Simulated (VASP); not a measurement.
# KF (F-43m) in VASP: notebook

KF is run at these levels: PBEsol, LDA; tasks: relaxation of cell and atoms.

All numbers are computed with VASP 6.6.1; they aren't measurements. Logs are shortened: lines on timing, memory, paths and dates and some standing lists are left out, and cuts for length are marked.

**1. The cell of the first run**

The structure is cubic, space group F-43m (No. 216). The conventional cell has a = 5.950 Å, b = 5.950 Å, c = 5.950 Å, α = 90.00°, β = 90.00°, γ = 90.00°. Within 3.4 Å of K (site symmetry -43m) lie 4 F at 2.58 Å. Within 3.4 Å of F (site symmetry -43m) lie 4 K at 2.58 Å.

**2. Relaxation of cell and atoms, PBEsol**

INCAR reads:

```
ALGO = Normal ; EDIFF = 1E-7
EDIFFG = -0.005 ; ENCUT = 600
GGA = PS ; IBRION = 2
ISIF = 3 ; ISMEAR = -1
LASPH = T ; LCHARG = F
LREAL = F ; LWAVE = F
NELM = 100 ; NSW = 80
PREC = Accurate ; SIGMA = 0.02
```

KPOINTS reads:

```
k-points
0
Gamma
  6 6 6
```

POSCAR reads:

```
KF
1.0
    0.0000000000      2.9748243948      2.9748243948
    2.9748243948      0.0000000000      2.9748243948
    2.9748243948      2.9748243948      0.0000000000
K F
1 1
Direct
    0.0000000000      0.0000000000      0.0000000000
    0.2500000000      0.2500000000      0.2500000000
```

Potentials or basis: VASP PAW PBE potentials, release 64 (K_sv, F).

On the command line:

```bash
$ cat potpaw_PBE.64/K_sv/POTCAR potpaw_PBE.64/F/POTCAR > POTCAR
$ mpirun -np 1 vasp_std > vasp.out
```

OUTCAR:

```text
EDIFF = 1E-7
   EDIFFG = -0.005
   ENCUT = 600
   GGA = PS
   IBRION = 2
   ISIF = 3
   ISMEAR = -1
   LASPH = T
   LREAL = F
   NELM = 100
   NSW = 80
   PREC = Accurate

 ion  position               nearest neighbor table
   1  0.000  0.000  0.000-   2 2.58   2 2.58   2 2.58   2 2.58
   2  0.250  0.250  0.250-   1 2.58   1 2.58   1 2.58   1 2.58

  LATTYP: Found a face centered cubic cell.
 ALAT       =     5.9496487896

  Lattice vectors:

 A1 = (   0.0000000000,   2.9748243948,   2.9748243948)
 A2 = (   2.9748243948,   0.0000000000,   2.9748243948)
 A3 = (   2.9748243948,   2.9748243948,   0.0000000000)

Analysis of symmetry for initial positions (statically):
=====================================================================
 Subroutine PRICEL returns:
 Original cell was already a primitive cell.

 Routine SETGRP: Setting up the symmetry group for a
 face centered cubic supercell.

 Subroutine GETGRP returns: Found 24 space group operations
 (whereof 24 operations were pure point group operations)
 out of a pool of 48 trial point group operations.

The static configuration has the point symmetry T_d .

Analysis of symmetry for dynamics (positions and initial velocities):
=====================================================================
 Subroutine PRICEL returns:
 Original cell was already a primitive cell.

 Routine SETGRP: Setting up the symmetry group for a
 face centered cubic supercell.

 Subroutine GETGRP returns: Found 24 space group operations
 (whereof 24 operations were pure point group operations)
 out of a pool of 48 trial point group operations.

The dynamic configuration has the point symmetry T_d .

 Subroutine INISYM returns: Found 24 space group operations
 (whereof 24 operations are pure point group operations),
 and found     1 'primitive' translations

----------------------------------------------------------------------------------------

                                     Primitive cell

  volume of cell :      52.6519

  direct lattice vectors                    reciprocal lattice vectors
     0.000000000  2.974824395  2.974824395    -0.168077148  0.168077148  0.168077148
     2.974824395  0.000000000  2.974824395     0.168077148 -0.168077148  0.168077148
     2.974824395  2.974824395  0.000000000     0.168077148  0.168077148 -0.168077148

  length of vectors
     4.207037005  4.207037005  4.207037005     0.291118160  0.291118160  0.291118160

  position of ions in fractional coordinates (direct lattice)
     0.000000000  0.000000000  0.000000000
     0.250000000  0.250000000  0.250000000

  ion indices of the primitive-cell ions
   primitive index   ion index
                 1           1
                 2           2

----------------------------------------------------------------------------------------

 KPOINTS: k-points

Automatic generation of k-mesh.
 Grid dimensions read from file:
 generate k-points for:    6    6    6

 Generating k-lattice:

  Cartesian coordinates                     Fractional coordinates (reciprocal lattice)
    -0.028012858  0.028012858  0.028012858     0.166666667  0.000000000  0.000000000
     0.028012858 -0.028012858  0.028012858     0.000000000  0.166666667  0.000000000
     0.028012858  0.028012858 -0.028012858     0.000000000  0.000000000  0.166666667

  Length of vectors
     0.048519693  0.048519693  0.048519693

  Shift w.r.t. Gamma in fractional coordinates (k-lattice)
     0.000000000  0.000000000  0.000000000

 Subroutine IBZKPT returns following result:
 ===========================================

 Found     16 irreducible k-points:

 Following reciprocal coordinates:
            Coordinates               Weight
  0.000000  0.000000  0.000000      1.000000
  0.166667  0.000000  0.000000      8.000000
  0.333333  0.000000  0.000000      8.000000
  0.500000  0.000000  0.000000      4.000000
  0.166667  0.166667  0.000000      6.000000
  0.333333  0.166667  0.000000     24.000000
[... 8 lines left out ...]
 -0.333333  0.333333  0.166667     24.000000
 -0.333333  0.500000  0.166667     12.000000
   k-points           NKPTS =     16   k-points in BZ     NKDIM =     16   number of bands    NBANDS=     12
   number of dos      NEDOS =    301   number of ions     NIONS =      2
   total plane-waves  NPLWV =  46656
   dimension x,y,z NGX =    36 NGY =   36 NGZ =   36
   dimension x,y,z NGXF=    72 NGYF=   72 NGZF=   72
   ions per type =               1   1
   NGX,Y,Z   is equivalent  to a cutoff of  14.23, 14.23, 14.23 a.u.
   NGXF,Y,Z  is equivalent  to a cutoff of  28.45, 28.45, 28.45 a.u.
 SYSTEM =  unknown system
   PREC   = accura    normal or accurate (medium, high low for compatibility)
   ISTART =      0    job   : 0-new  1-cont  2-samecut
   ICHARG =      2    charge: 1-file 2-atom 10-const
   ISPIN  =      1    spin polarized calculation?
   LNONCOLLINEAR =      F non collinear calculations
   LSORBIT =      F    spin-orbit coupling
   LASPH  =      T    aspherical Exc in radial PAW
   ENCUT  =  600.0 eV  44.10 Ry    6.64 a.u.   8.40  8.40  8.40*2*pi/ulx,y,z
   NELM   =    100;   NELMIN=  2; NELMDL= -5     # of ELM steps
   EDIFF  = 0.1E-06   stopping-criterion for ELM
   LREAL  =      F    real-space projection
   EDIFFG = -.5E-02   stopping-criterion for IOM
   NSW    =     80    number of steps for IOM
   IBRION =      2    ionic relax: 0-MD 1-quasi-New 2-CG
   NFREE  =      1    steps in history (QN), initial steepest desc. (CG)
   ISIF   =      3    stress and relaxation
   ISYM   =      2    0-nonsym 1-usesym 2-fastsym
   POTIM  = 0.5000    time-step for ionic-motion
   TEBEG  =    0.0;   TEEND  =   0.0 temperature during run
   PSTRESS=    0.0 pullay stress
   NELECT =      16.0000    total number of electrons
   NUPDOWN=      -1.0000    fix difference up-down
   EMIN   =  10.00;   EMAX   =-10.00  energy-range for DOS
   EFERMI =   0.00;   METHOD = LEGACY
   ISMEAR =    -1;   SIGMA  =   0.02  broadening in eV -4-tet -1-fermi 0-gaus
   EFERMI_NEDOS =   21; number of points for ismear=-14 and -15
   IALGO  =     38    algorithm
   IMIX   =      4    mixing-type and parameters
     AMIX     =   0.40;   BMIX     =  1.00
     AMIX_MAG =   1.60;   BMIX_MAG =  1.00
  volume/ion in A,a.u.               =      26.33       177.66
  Fermi-wavevector in a.u.,A,eV,Ry     =   1.100635  2.079899 16.482075  1.211398
  Thomas-Fermi vector in A             =   2.237050
   LORBIT       =      0    0 simple, 1 ext, 2 COOP (PROOUT), +10 PAW based schemes
   GGA     = PS    functional components
   LHFCALC =     F    Hartree Fock is set to
   AEXX    =    0.0000 exact exchange contribution
   IVDW    =     0    specifies the selected vdW correction
   LEPSILON=     F    determine dielectric tensor
   LRPA    =     F    only Hartree local field effects (RPA)
 conjugate gradient relaxation of ions
 non-spin polarized calculation
  energy-cutoff  :      600.00
  volume of cell :       52.65
 maximum number of plane-waves:      1807
 NGX is ok and might be reduce to    36
   NGX = 17   NGY = 17   NGZ = 17

--------------------------------------- Ionic step        1  -------------------------------------------

 number of electron      16.0000002 magnetization

 Free energy of the ion-electron system (eV)
  ---------------------------------------------------
  ext. energy  EPLUGINS =         0.00000000
  ---------------------------------------------------
  free energy    TOTEN  =        -8.31781092 eV

  energy without entropy =       -8.31781092  energy(sigma->0) =       -8.31781092

------------------------ aborting loop because EDIFF is reached ----------------------------------------

  FORCE on cell =-STRESS in cart. coord.  units (eV):
  Direction    XX          YY          ZZ          XY          YZ          ZX
  --------------------------------------------------------------------------------------
  -------------------------------------------------------------------------------------
  Total       -0.3447978     -0.3447978     -0.3447978     -0.0000000     -0.0000000      0.0000000
  in kB      -10.4920678    -10.4920678    -10.4920678     -0.0000000     -0.0000000      0.0000000
  external PRESSURE =     -10.4920678 kB  Pullay stress =       0.0000000 kB

 VOLUME and BASIS-vectors are now :
 -----------------------------------------------------------------------------
  energy-cutoff  :      600.00
  volume of cell :       52.65
      direct lattice vectors                 reciprocal lattice vectors
     0.000000000  2.974824395  2.974824395    -0.168077148  0.168077148  0.168077148
     2.974824395  0.000000000  2.974824395     0.168077148 -0.168077148  0.168077148
     2.974824395  2.974824395  0.000000000     0.168077148  0.168077148 -0.168077148

 POSITION                                       TOTAL-FORCE (eV/Angst)
 -----------------------------------------------------------------------------------
      0.00000      0.00000      0.00000        -0.000000     -0.000000      0.000000
      1.48741      1.48741      1.48741         0.000000      0.000000     -0.000000
 -----------------------------------------------------------------------------------
    total drift:                               -0.000000     -0.000000      0.000000

  FREE ENERGIE OF THE ION-ELECTRON SYSTEM (eV)
  ---------------------------------------------------
  free  energy   TOTEN  =        -8.3178109226 eV
[... 17 lines left out ...]
 VOLUME and BASIS-vectors are now :
 -----------------------------------------------------------------------------
  energy-cutoff  :      600.00
  volume of cell :       51.35
      direct lattice vectors                 reciprocal lattice vectors
    -0.000000000  2.950082837  2.950082837    -0.169486766  0.169486766  0.169486766
     2.950082837  0.000000000  2.950082837     0.169486766 -0.169486766  0.169486766
     2.950082837  2.950082837  0.000000000     0.169486766  0.169486766 -0.169486766

 POSITION                                       TOTAL-FORCE (eV/Angst)
 -----------------------------------------------------------------------------------
      5.90017      2.95008      2.95008         0.000000     -0.000000     -0.000000
      1.47504      1.47504      1.47504        -0.000000      0.000000      0.000000
 -----------------------------------------------------------------------------------
    total drift:                                0.000000      0.000000      0.000000

  FREE ENERGIE OF THE ION-ELECTRON SYSTEM (eV)
  ---------------------------------------------------
  free  energy   TOTEN  =        -8.3244547309 eV

  energy  without entropy=       -8.3244547309  energy(sigma->0) =       -8.32445473

--------------------------------------- Ionic step        3  -------------------------------------------

 number of electron      16.0000004 magnetization

 Free energy of the ion-electron system (eV)
  ---------------------------------------------------
  ext. energy  EPLUGINS =         0.00000000
  ---------------------------------------------------
  free energy    TOTEN  =        -8.32696184 eV

  energy without entropy =       -8.32696184  energy(sigma->0) =       -8.32696184

 E-fermi :  -3.1988     XC(G=0):  -7.1129

 val. band max:       -3.6965453407   @ k =  -0.3333   0.5000   0.1667
 cond. band min:       1.5465000763   @ k =   0.0000   0.0000   0.0000
 fundamental gap:      5.2430454170
 Fermi energy:        -3.1988271194

 k-point     1 :       0.0000    0.0000    0.0000
  band No.  band energies     occupation
      1     -29.7084      2.00000
      2     -22.1017      2.00000
      3     -13.1759      2.00000
      4     -13.1759      2.00000
      5     -13.1759      2.00000
      6      -3.9211      2.00000
      7      -3.9211      2.00000
      8      -3.9211      2.00000
      9       1.5465      0.00000
     10       8.1029      0.00000
     11       8.1029      0.00000
     12       8.2746      0.00000

 k-point     2 :       0.1667    0.0000    0.0000
  band No.  band energies     occupation
      1     -29.6971      2.00000
      2     -22.1240      2.00000
      3     -13.2039      2.00000
      4     -13.1890      2.00000
      5     -13.1890      2.00000
      6      -3.9630      2.00000
      7      -3.8954      2.00000
      8      -3.8954      2.00000
      9       2.0924      0.00000
     10       7.6726      0.00000
     11       7.6726      0.00000
     12       7.8123      0.00000
[... 221 lines left out ...]
 VOLUME and BASIS-vectors are now :
 -----------------------------------------------------------------------------
  energy-cutoff  :      600.00
  volume of cell :       50.04
      direct lattice vectors                 reciprocal lattice vectors
    -0.000000000  2.924753724  2.924753724    -0.170954565  0.170954565  0.170954565
     2.924753724  0.000000000  2.924753724     0.170954565 -0.170954565  0.170954565
     2.924753724  2.924753724  0.000000000     0.170954565  0.170954565 -0.170954565

 POSITION                                       TOTAL-FORCE (eV/Angst)
 -----------------------------------------------------------------------------------
     -0.00000      0.00000      0.00000        -0.000000     -0.000000     -0.000000
      1.46238      1.46238      1.46238         0.000000      0.000000      0.000000
 -----------------------------------------------------------------------------------
    total drift:                                0.000000      0.000000      0.000000

  FREE ENERGIE OF THE ION-ELECTRON SYSTEM (eV)
  ---------------------------------------------------
  free  energy   TOTEN  =        -8.3269618400 eV

  energy  without entropy=       -8.3269618400  energy(sigma->0) =       -8.32696184

 reached required accuracy - stopping structural energy minimisation
```

Wall time 78 s (1 thread of Intel Xeon 8259CL, shared host); peak memory 0.21 GiB.

What came out:

| Item | Value |
| --- | --- |
| Free energy | -8.3270 eV |
| Relaxed volume | 25.02 Å³/atom |
| Relaxed cell | a = 4.136 Å, b = 4.136 Å, c = 4.136 Å, α = 60.00°, β = 60.00°, γ = 60.00° |
| Space group after relaxing (to 0.1 Å) | F-43m (No. 216) |
| Energy gained by relaxing | 4.6 meV/atom |
| Ionic steps | 3 |
| Pressure after relaxing | 0.0 GPa |
| Band gap on the k mesh | 5.24 eV (least direct gap 5.47 eV) |

Step by step:
```
step  energy change (eV)  largest force (eV/Å)  pressure (GPa)  volume (Å³)
   1              0.0000                0.0000           -1.05        52.65
   2             -0.0066                0.0000           -0.58        51.35
   3             -0.0092                0.0000           -0.02        50.04
```

Final structure:
```
K F
1.0
     0.00000    2.92475    2.92475
     2.92475    0.00000    2.92475
     2.92475    2.92475    0.00000
K F
1 1
Direct
  0.00000 0.00000 0.00000
  0.25000 0.25000 0.25000
```

Levels at points of the mesh, in eV from the valence-band top:
```tsv
k point	band 5	band 6	band 7	band 8	band 9	band 10	band 11	band 12
(0.00, 0.00, 0.00)	-9.48	-0.22	-0.22	-0.22	5.24	11.80	11.80	11.97
(0.50, 0.00, 0.00)	-9.53	-0.28	-0.13	-0.13	8.12	9.29	10.95	10.95
(0.50, 0.50, 0.00)	-9.50	-0.47	0.00	0.00	8.37	8.43	12.38	12.98
```

Caveat: the structure was generated, so it needn't be the stable form of KF; the PAW data sets were made with another functional, which shifts forces and pressure a little. A k mesh can miss the band edges.

**3. Relaxation of cell and atoms, LDA**

INCAR reads:

```
SYSTEM = KF
PREC = Accurate ; ENCUT = 600
EDIFF = 1E-6 ; ISMEAR = -1
SIGMA = 0.02 ; LREAL = .FALSE.
LASPH = .TRUE. ; NELM = 80
ALGO = Normal ; ISIF = 3
LWAVE = .FALSE. ; LCHARG = .FALSE.
GGA = CA ; IBRION = 2
NSW = 80 ; EDIFFG = -0.005
```

KPOINTS reads:

```
Automatic mesh
0
G
  6 6 6
  0 0 0
```

POSCAR is that of step 2.

Potentials or basis: VASP PAW LDA potentials, release 64 (K_sv, F).

On the command line:

```bash
$ cat potpaw_LDA.64/K_sv/POTCAR potpaw_LDA.64/F/POTCAR > POTCAR
$ mpirun -np 1 vasp_std > vasp.out
```

Run time: 74 s. Hardware: 1 thread of Intel Xeon 8259CL, shared host; peak memory 0.18 GiB.

It converged, with:

```
Free energy                           : -8.7883 eV
Relaxed volume                        : 23.18 Å³/atom
Relaxed cell                          : a = 4.032 Å, b = 4.032 Å, c = 4.032 Å, α = 60.00°, β = 60.00°, γ = 60.00°
Space group after relaxing (to 0.1 Å) : F-43m (No. 216)
Energy gained by relaxing             : 29.9 meV/atom
Ionic steps                           : 4
Pressure after relaxing               : 0.0 GPa
Band gap on the k mesh                : 5.13 eV (least direct gap 5.43 eV)
```

Step by step:
| step | energy change (eV) | largest force (eV/Å) | pressure (GPa) | volume (Å³) |
| --- | --- | --- | --- | --- |
| 1 | 0.0000 | 0.0000 | -2.70 | 52.65 |
| 2 | -0.0446 | 0.0000 | -1.54 | 49.35 |
| 3 | -0.0596 | 0.0000 | -0.18 | 46.68 |
| 4 | -0.0598 | 0.0000 | 0.01 | 46.36 |

Final structure:
```xyz
2
Lattice="0.0000 2.8512 2.8512 2.8512 0.0000 2.8512 2.8512 2.8512 0.0000" Properties=species:S:1:pos:R:3 pbc="T T T"
K     5.7025    5.7025    5.7025
F     1.4256    1.4256    1.4256
```

Levels at points of the mesh, in eV from the valence-band top:
```
           k point  band 6  band 7  band 8  band 9  band 10  band 11
(0.00, 0.00, 0.00)   -0.31   -0.31   -0.31    5.13    12.00    12.00
(0.50, 0.00, 0.00)   -0.32   -0.18   -0.18    8.07     9.40    11.07
(0.50, 0.50, 0.00)   -0.59    0.00    0.00    8.26     8.35    12.87
```

Caveat: the structure was generated, so it needn't be the stable form of KF. A k mesh can miss the band edges.
